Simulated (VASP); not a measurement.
Wanted: the native input for a VASP 6.6.1 run.

```yaml
Task: single point
Functional: PBE
Potentials_or_basis: VASP PAW PBE potentials, release 64 (Sb)
Cutoff: 520 eV
k_mesh: 12 × 12 × 12
Occupations: gaussian, width 0.1 eV
Spin: no spin polarisation
Dipole_correction: no
Further_INCAR_settings: ALGO = Normal; EDIFF = 1e-06; NBANDS = 8
```

The structure of Sb lies in POSCAR:

```
Sb
1.0
    3.0758808000     -0.0316000000      0.0316000000
   -0.0316000000      3.0758808000      0.0316000000
    0.0316000000      0.0316000000      3.0758808000
Sb
1
Direct
    0.0000000000      0.0000000000      0.0000000000
```

This cell differs from its parent crystal: strained.

These files were run (other wordings do the same):

INCAR

```
SYSTEM = Sb
PREC     = Accurate       ! precision mode
ENCUT    = 520            ! plane-wave cutoff, eV
EDIFF    = 1E-6           ! SCF threshold, eV
ISMEAR   = 0              ! smearing method
SIGMA    = 0.1            ! smearing width, eV
LREAL    = .FALSE.        ! projectors in reciprocal space
LASPH    = .TRUE.         ! aspherical terms in the spheres
NELM     = 60             ! most SCF steps
ALGO     = Normal         ! electronic algorithm
ISIF     = 2              ! what is computed and relaxed
LWAVE    = .FALSE.        ! write WAVECAR
LCHARG   = .FALSE.        ! write CHGCAR
GGA      = PE             ! functional
NBANDS   = 8              ! bands
```

KPOINTS

```
regular mesh
0
G
  12 12 12
  0 0 0
```

Potentials or basis: VASP PAW PBE potentials, release 64 (Sb).

Launch:

```bash
$ cat potpaw_PBE.64/Sb/POTCAR > POTCAR
$ mpirun -np 1 vasp_std > vasp.out
```

It gave:

```json
{
  "Pressure": "1.9 GPa"
}
```

Caveat: the cell differs from its parent crystal (strained).

Run time: 15 s on 1 thread of AMD EPYC 9R14 (Zen 4), on a shared host, peak memory 0.14 GiB.
